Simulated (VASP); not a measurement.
# TaN (Fm-3m) in VASP: notebook

The runs below take TaN through single point, with PBE+D3(BJ).

Everything below comes from runs of VASP 6.6.1. Logs are shortened: lines on timing, memory, paths and dates and some standing lists are left out, and cuts for length are marked.

### Step 1. The cell of the first run

It takes space group Fm-3m (No. 225, cubic). The conventional cell has a = 4.269 Å, b = 4.269 Å, c = 4.269 Å, α = 90.00°, β = 90.00°, γ = 90.00°. Within 2.8 Å of Ta (site symmetry m-3m) lie 6 N at 2.13 Å. Within 2.8 Å of N (site symmetry m-3m) lie 6 Ta at 2.13 Å.

### Step 2. Single point, PBE+D3(BJ)

INCAR reads:

```
SYSTEM = TaN
PREC = Accurate
ENCUT = 520
EDIFF = 1E-6
ISMEAR = -1
SIGMA = 0.1
LREAL = .False.
LASPH = .True.
NELM = 60
ALGO = Normal
ISIF = 2
LWAVE = .False.
LCHARG = .True.
GGA = PE
IVDW = 12
LELF = .True.
LVHAR = .True.
NBANDS = 15
```

KPOINTS reads:

```
Automatic mesh
0
Gamma
  9 9 9
  0 0 0
```

POSCAR reads:

```
TaN
1.0
    0.0000000000      2.1345181309      2.1345181309
    2.1345181309      0.0000000000      2.1345181309
    2.1345181309      2.1345181309      0.0000000000
Ta N
1 1
Direct
    0.5000000000      0.5000000000      0.5000000000
    0.0000000000      0.0000000000      0.0000000000
```

Potentials or basis: VASP PAW PBE potentials, release 64 (Ta_pv, N).

Started as:

```bash
cat potpaw_PBE.64/Ta_pv/POTCAR potpaw_PBE.64/N/POTCAR > POTCAR
mpirun -np 1 vasp_std > vasp.out
```

OUTCAR:

```text
SYSTEM = TaN
   PREC = Accurate
   ENCUT = 520
   EDIFF = 1E-6
   ISMEAR = -1
   LREAL = .False.
   LASPH = .True.
   NELM = 60
   ISIF = 2
   GGA = PE
   IVDW = 12
 IVDW          = 12

 ion  position               nearest neighbor table
   1  0.500  0.500  0.500-   2 2.13   2 2.13   2 2.13   2 2.13   2 2.13   2 2.13
   2  0.000  0.000  0.000-   1 2.13   1 2.13   1 2.13   1 2.13   1 2.13   1 2.13

  LATTYP: Found a face centered cubic cell.
 ALAT       =     4.2690362618

  Lattice vectors:

 A1 = (   0.0000000000,   2.1345181309,   2.1345181309)
 A2 = (   2.1345181309,   0.0000000000,   2.1345181309)
 A3 = (   2.1345181309,   2.1345181309,   0.0000000000)

Analysis of symmetry for initial positions (statically):
=====================================================================
 Subroutine PRICEL returns:
 Original cell was already a primitive cell.

 Routine SETGRP: Setting up the symmetry group for a
 face centered cubic supercell.

 Subroutine GETGRP returns: Found 48 space group operations
 (whereof 48 operations were pure point group operations)
 out of a pool of 48 trial point group operations.

The static configuration has the point symmetry O_h .

Analysis of symmetry for dynamics (positions and initial velocities):
=====================================================================
 Subroutine PRICEL returns:
 Original cell was already a primitive cell.

 Routine SETGRP: Setting up the symmetry group for a
 face centered cubic supercell.

 Subroutine GETGRP returns: Found 48 space group operations
 (whereof 48 operations were pure point group operations)
 out of a pool of 48 trial point group operations.

The dynamic configuration has the point symmetry O_h .

 Subroutine INISYM returns: Found 48 space group operations
 (whereof 48 operations are pure point group operations),
 and found     1 'primitive' translations

----------------------------------------------------------------------------------------

                                     Primitive cell

  volume of cell :      19.4504

  direct lattice vectors                    reciprocal lattice vectors
     0.000000000  2.134518131  2.134518131    -0.234244907  0.234244907  0.234244907
     2.134518131  0.000000000  2.134518131     0.234244907 -0.234244907  0.234244907
     2.134518131  2.134518131  0.000000000     0.234244907  0.234244907 -0.234244907

  length of vectors
     3.018664490  3.018664490  3.018664490     0.405724079  0.405724079  0.405724079

[... 90 lines left out ...]
   PSTRESS=    0.0 pullay stress
   NELECT =      16.0000    total number of electrons
   NUPDOWN=      -1.0000    fix difference up-down
   EMIN   =  10.00;   EMAX   =-10.00  energy-range for DOS
   EFERMI =   0.00;   METHOD = LEGACY
   ISMEAR =    -1;   SIGMA  =   0.10  broadening in eV -4-tet -1-fermi 0-gaus
   EFERMI_NEDOS =   21; number of points for ismear=-14 and -15
   IALGO  =     38    algorithm
   IMIX   =      4    mixing-type and parameters
     AMIX     =   0.40;   BMIX     =  1.00
     AMIX_MAG =   1.60;   BMIX_MAG =  1.00
  volume/ion in A,a.u.               =       9.73        65.63
  Fermi-wavevector in a.u.,A,eV,Ry     =   1.533928  2.898704 32.013626  2.352935
  Thomas-Fermi vector in A             =   2.640927
   LORBIT       =      0    0 simple, 1 ext, 2 COOP (PROOUT), +10 PAW based schemes
   GGA     = PE    functional components
   LHFCALC =     F    Hartree Fock is set to
   AEXX    =    0.0000 exact exchange contribution
   IVDW    =    12    specifies the selected vdW correction
   LEPSILON=     F    determine dielectric tensor
   LRPA    =     F    only Hartree local field effects (RPA)
 non-spin polarized calculation
  energy-cutoff  :      520.00
  volume of cell :       19.45
 maximum number of plane-waves:       534
   NGX = 11   NGY = 11   NGZ = 11

 number of electron      15.9999998 magnetization

 Free energy of the ion-electron system (eV)
  ---------------------------------------------------
  ext. energy  EPLUGINS =         0.00000000
  ---------------------------------------------------
  free energy    TOTEN  =       -21.57493943 eV

  energy without entropy =      -21.55010274  energy(sigma->0) =      -21.56252109

 E-fermi :  10.4677     XC(G=0): -13.9390

 val. band max:       10.3565932795   @ k =  -0.4444   0.2222   0.1111
 cond. band min:      10.5050960337   @ k =  -0.2222   0.2222   0.0000
 fundamental gap:      0.1485027542
 Fermi energy:        10.4676892153

 k-point     1 :       0.0000    0.0000    0.0000
  band No.  band energies     occupation
      1     -25.0115      2.00000
      2     -25.0115      2.00000
      3     -25.0115      2.00000
      4      -9.0260      2.00000
      5       6.4960      2.00000
      6       6.4960      2.00000
      7       6.4960      2.00000
      8       8.2195      2.00000
      9       8.2195      2.00000
     10       8.2195      2.00000
     11      10.6720      0.22954
     12      10.6720      0.22954
     13      12.9131      0.00000
     14      20.0230      0.00000
[... 401 lines left out ...]
      2     -25.3893      2.00000
      3     -25.3893      2.00000
      4      -7.7078      2.00000
      5       3.5003      2.00000
      6       4.5544      2.00000
      7       5.6987      2.00000
      8       5.6987      2.00000
      9      12.9229      0.00000
     10      14.6103      0.00000
     11      14.6103      0.00000
     12      15.9550      0.00000
     13      18.8218      0.00000
     14      20.5242      0.00000
     15      23.1729      0.00000

 [... further k-points ...]

------------------------ aborting loop because EDIFF is reached ----------------------------------------

 Edisp (eV)   -1.03684

 E8    (eV) :    -0.4802

  FORCE on cell =-STRESS in cart. coord.  units (eV):
  Direction    XX          YY          ZZ          XY          YZ          ZX
  --------------------------------------------------------------------------------------
  -------------------------------------------------------------------------------------
  Total       4.22183     4.22183     4.22183     0.00000     0.00000     0.00000
  in kB     347.76168   347.76168   347.76168     0.00000     0.00000     0.00000
  external pressure =      347.76 kB  Pullay stress =        0.00 kB

 VOLUME and BASIS-vectors are now :
 -----------------------------------------------------------------------------
  energy-cutoff  :      520.00
  volume of cell :       19.45
      direct lattice vectors                 reciprocal lattice vectors
     0.000000000  2.134518131  2.134518131    -0.234244907  0.234244907  0.234244907
     2.134518131  0.000000000  2.134518131     0.234244907 -0.234244907  0.234244907
     2.134518131  2.134518131  0.000000000     0.234244907  0.234244907 -0.234244907

 POSITION                                       TOTAL-FORCE (eV/Angst)
 -----------------------------------------------------------------------------------
      2.13452      2.13452      2.13452        -0.000000      0.000000      0.000000
      0.00000      0.00000      0.00000         0.000000      0.000000     -0.000000
 -----------------------------------------------------------------------------------
    total drift:                                0.000000     -0.000000     -0.000000

  FREE ENERGIE OF THE ION-ELECTRON SYSTEM (eV)
  ---------------------------------------------------
  free  energy   TOTEN  =       -22.6117769123 eV

  energy  without entropy=      -22.5869402174  energy(sigma->0) =      -22.59935856
```

OSZICAR:

```text
N       E                     dE             d eps       ncg     rms          rms(c)
DAV:   1     0.914146397464E+02    0.91415E+02   -0.87658E+03  1050   0.115E+03
DAV:   2    -0.216937108842E+02   -0.11311E+03   -0.10694E+03  1281   0.312E+02
DAV:   3    -0.245993322385E+02   -0.29056E+01   -0.28884E+01  1169   0.461E+01
DAV:   4    -0.246115370151E+02   -0.12205E-01   -0.12201E-01  1365   0.310E+00
DAV:   5    -0.246116124468E+02   -0.75432E-04   -0.75426E-04  1197   0.212E-01    0.291E+01
DAV:   6    -0.216397496402E+02    0.29719E+01   -0.53504E+00  1227   0.269E+01    0.124E+01
DAV:   7    -0.216051470690E+02    0.34603E-01   -0.50444E-01  1288   0.582E+00    0.832E+00
DAV:   8    -0.215821367932E+02    0.23010E-01   -0.11645E-01  1127   0.279E+00    0.205E+00
DAV:   9    -0.215750531554E+02    0.70836E-02   -0.17828E-02  1148   0.110E+00    0.344E-01
DAV:  10    -0.215749995220E+02    0.53633E-04   -0.10604E-03  1197   0.380E-01    0.102E-01
DAV:  11    -0.215749423217E+02    0.57200E-04   -0.13121E-04  1134   0.122E-01    0.429E-02
DAV:  12    -0.215749400244E+02    0.22973E-05   -0.11599E-05  1148   0.328E-02    0.596E-03
DAV:  13    -0.215749394345E+02    0.58982E-06   -0.72455E-07   588   0.681E-03
   1 F= -.22611777E+02 E0= -.22599359E+02  d E =-.248367E-01
```

Wall time 16 s (1 thread of Intel Xeon Platinum 8488C (Sapphire Rapids), shared host); peak memory 0.15 GiB.

Results:

```
Free energy                : -22.6118 eV
Pressure                   : 34.8 GPa
Band gap on the k mesh     : zero (band 8 reaches 12.35 eV, above the bottom of band 9 at 8.22 eV)
Dispersion energy per atom : -0.518 eV
```

Levels at points of the mesh, in eV from the Fermi level:
| k point | band 5 | band 6 | band 7 | band 8 | band 9 | band 10 | band 11 | band 12 |
| --- | --- | --- | --- | --- | --- | --- | --- | --- |
| (0.00, 0.00, 0.00) | -3.97 | -3.97 | -3.97 | -2.25 | -2.25 | -2.25 | 0.20 | 0.20 |

Caveat: spin-orbit coupling is left out, which moves the levels of the heavy elements; pairwise dispersion overbinds metals, which lowers pressure and volume.

### Step 3. Single point, PBE+D3(BJ)

This run uses another cell than the first one, of 9.93 Å³/atom, 1.021 times its volume.

INCAR reads:

```
SYSTEM = TaN
  ALGO = Normal
  EDIFF = 1E-7
  ENCUT = 520
  GGA = PE
  ISIF = 2
  ISMEAR = -1
  IVDW = 12
  LASPH = .TRUE.
  LCHARG = .FALSE.
  LREAL = .FALSE.
  LWAVE = .FALSE.
  NBANDS = 15
  NELM = 60
  PREC = Accurate
  SIGMA = 0.1
```

KPOINTS reads:

```
k-points
0
G
  9 9 9
  0 0 0
```

POSCAR reads:

```
TaN
1.0
    0.0000000000      2.1495504440      2.1495504440
    2.1495504440      0.0000000000      2.1495504440
    2.1495504440      2.1495504440      0.0000000000
Ta N
1 1
Direct
    0.5000000000      0.5000000000      0.5000000000
    0.0000000000      0.0000000000      0.0000000000
```

Potentials or basis: VASP PAW PBE potentials, release 64 (Ta_pv, N).

Started as:

```bash
cat potpaw_PBE.64/Ta_pv/POTCAR potpaw_PBE.64/N/POTCAR > POTCAR
mpirun -np 1 vasp_std > vasp.out
```

Run time: 12 s. Hardware: 1 thread of Intel Xeon Platinum 8488C (Sapphire Rapids), shared host; peak memory 0.15 GiB.

The run converged. Its results:

* Free energy: -22.6888 eV
* Pressure: 24.8 GPa
* Band gap on the k mesh: zero (band 8 reaches 12.05 eV, above the bottom of band 9 at 8.03 eV)
* Dispersion energy per atom: -0.507 eV

Levels at points of the mesh, in eV from the Fermi level:
```
           k point  band 6  band 7  band 8  band 9  band 10  band 11
(0.00, 0.00, 0.00)   -3.91   -3.91   -2.19   -2.19    -2.19     0.20
```

Caveat: spin-orbit coupling is left out, which moves the levels of the heavy elements; pairwise dispersion overbinds metals, which lowers pressure and volume.

### Step 4. Single point, PBE+D3(BJ)

This run uses another cell than the first one, of 10.14 Å³/atom, 1.043 times its volume.

INCAR reads:

```
SYSTEM = TaN
  PREC = Accurate
  ENCUT = 520
  EDIFF = 1E-6
  ISMEAR = -1
  SIGMA = 0.1
  LREAL = .False.
  LASPH = .True.
  NELM = 100
  ALGO = Normal
  ISIF = 2
  LWAVE = .False.
  LCHARG = .False.
  GGA = PE
  IVDW = 12
  NBANDS = 15
```

KPOINTS reads:

```
Automatic mesh
0
Gamma
  9 9 9
  0 0 0
```

POSCAR reads:

```
TaN
1.0
    0.0000000000      2.1643753983      2.1643753983
    2.1643753983      0.0000000000      2.1643753983
    2.1643753983      2.1643753983      0.0000000000
Ta N
1 1
Direct
    0.5000000000      0.5000000000      0.5000000000
    0.0000000000      0.0000000000      0.0000000000
```

Potentials or basis: VASP PAW PBE potentials, release 64 (Ta_pv, N).

Started as:

```bash
cat potpaw_PBE.64/Ta_pv/POTCAR potpaw_PBE.64/N/POTCAR > POTCAR
mpirun -np 1 vasp_std > vasp.out
```

OUTCAR:

```text
SYSTEM = TaN
   PREC = Accurate
   ENCUT = 520
   EDIFF = 1E-6
   ISMEAR = -1
   LREAL = .False.
   LASPH = .True.
   NELM = 100
   ISIF = 2
   GGA = PE
   IVDW = 12
 IVDW          = 12

 ion  position               nearest neighbor table
   1  0.500  0.500  0.500-   2 2.16   2 2.16   2 2.16   2 2.16   2 2.16   2 2.16
   2  0.000  0.000  0.000-   1 2.16   1 2.16   1 2.16   1 2.16   1 2.16   1 2.16

  LATTYP: Found a face centered cubic cell.
 ALAT       =     4.3287507966

  Lattice vectors:

 A1 = (   0.0000000000,   2.1643753983,   2.1643753983)
 A2 = (   2.1643753983,   0.0000000000,   2.1643753983)
 A3 = (   2.1643753983,   2.1643753983,   0.0000000000)

Analysis of symmetry for initial positions (statically):
=====================================================================
 Subroutine PRICEL returns:
 Original cell was already a primitive cell.

 Routine SETGRP: Setting up the symmetry group for a
 face centered cubic supercell.

 Subroutine GETGRP returns: Found 48 space group operations
 (whereof 48 operations were pure point group operations)
 out of a pool of 48 trial point group operations.

The static configuration has the point symmetry O_h .
[... 175 lines left out ...]
      7       6.1242      2.00000
      8       7.8536      2.00000
      9       7.8536      2.00000
     10       7.8536      2.00000
     11      10.1702      0.26379
     12      10.1702      0.26379
     13      12.0308      0.00000
     14      19.5168      0.00000
[... 401 lines left out ...]
      2     -25.9137      2.00000
      3     -25.9137      2.00000
      4      -7.8573      2.00000
      5       3.0875      2.00000
      6       4.3678      2.00000
      7       5.2987      2.00000
      8       5.2987      2.00000
      9      12.2896      0.00000
     10      13.8638      0.00000
     11      13.8638      0.00000
     12      14.9899      0.00000
     13      17.8143      0.00000
     14      19.6683      0.00000
     15      22.5789      0.00000

 [... further k-points ...]

------------------------ aborting loop because EDIFF is reached ----------------------------------------

 Edisp (eV)   -0.99275

 E8    (eV) :    -0.4594

  FORCE on cell =-STRESS in cart. coord.  units (eV):
  Direction    XX          YY          ZZ          XY          YZ          ZX
  --------------------------------------------------------------------------------------
  -------------------------------------------------------------------------------------
  Total       1.99836     1.99836     1.99836     0.00000     0.00000     0.00000
  in kB     157.89081   157.89081   157.89081     0.00000     0.00000     0.00000
  external pressure =      157.89 kB  Pullay stress =        0.00 kB

 VOLUME and BASIS-vectors are now :
 -----------------------------------------------------------------------------
  energy-cutoff  :      520.00
  volume of cell :       20.28
      direct lattice vectors                 reciprocal lattice vectors
     0.000000000  2.164375398  2.164375398    -0.231013530  0.231013530  0.231013530
     2.164375398  0.000000000  2.164375398     0.231013530 -0.231013530  0.231013530
     2.164375398  2.164375398  0.000000000     0.231013530  0.231013530 -0.231013530

 POSITION                                       TOTAL-FORCE (eV/Angst)
 -----------------------------------------------------------------------------------
      2.16438      2.16438      2.16438        -0.000000     -0.000000      0.000000
      0.00000      0.00000      0.00000         0.000000      0.000000     -0.000000
 -----------------------------------------------------------------------------------
    total drift:                                0.000000     -0.000000     -0.000000

  FREE ENERGIE OF THE ION-ELECTRON SYSTEM (eV)
  ---------------------------------------------------
  free  energy   TOTEN  =       -22.7414480366 eV

  energy  without entropy=      -22.7152113229  energy(sigma->0) =      -22.72832968
```

OSZICAR:

```text
N       E                     dE             d eps       ncg     rms          rms(c)
DAV:   1     0.898879952532E+02    0.89888E+02   -0.86980E+03  1050   0.114E+03
DAV:   2    -0.220272635275E+02   -0.11192E+03   -0.10521E+03  1288   0.306E+02
DAV:   3    -0.247628560980E+02   -0.27356E+01   -0.27215E+01  1190   0.451E+01
DAV:   4    -0.247728288813E+02   -0.99728E-02   -0.99685E-02  1344   0.289E+00
DAV:   5    -0.247728952464E+02   -0.66365E-04   -0.66365E-04  1183   0.204E-01    0.267E+01
DAV:   6    -0.218203898789E+02    0.29525E+01   -0.53930E+00  1247   0.267E+01    0.112E+01
DAV:   7    -0.217802974139E+02    0.40092E-01   -0.56160E-01  1176   0.598E+00    0.767E+00
DAV:   8    -0.217562665356E+02    0.24031E-01   -0.12927E-01  1197   0.300E+00    0.188E+00
DAV:   9    -0.217487845794E+02    0.74820E-02   -0.19682E-02  1148   0.116E+00    0.345E-01
DAV:  10    -0.217487380821E+02    0.46497E-04   -0.14686E-03  1211   0.403E-01    0.652E-02
DAV:  11    -0.217486950486E+02    0.43034E-04   -0.91227E-05  1141   0.110E-01    0.268E-02
DAV:  12    -0.217486942100E+02    0.83867E-06   -0.80728E-06  1211   0.274E-02
   1 F= -.22741448E+02 E0= -.22728330E+02  d E =-.262367E-01
```

Run time: 9.6 s. Hardware: 1 thread of Intel Xeon Platinum 8488C (Sapphire Rapids), shared host; peak memory 0.16 GiB.

What came out:

| Quantity | Value |
| --- | --- |
| Free energy | -22.7414 eV |
| Pressure | 15.8 GPa |
| Band gap on the k mesh | zero (band 8 reaches 11.76 eV, above the bottom of band 9 at 7.85 eV) |
| Dispersion energy per atom | -0.496 eV |

Caveat: spin-orbit coupling is left out, which moves the levels of the heavy elements; pairwise dispersion overbinds metals, which lowers pressure and volume.

[end of part 1 of 2]
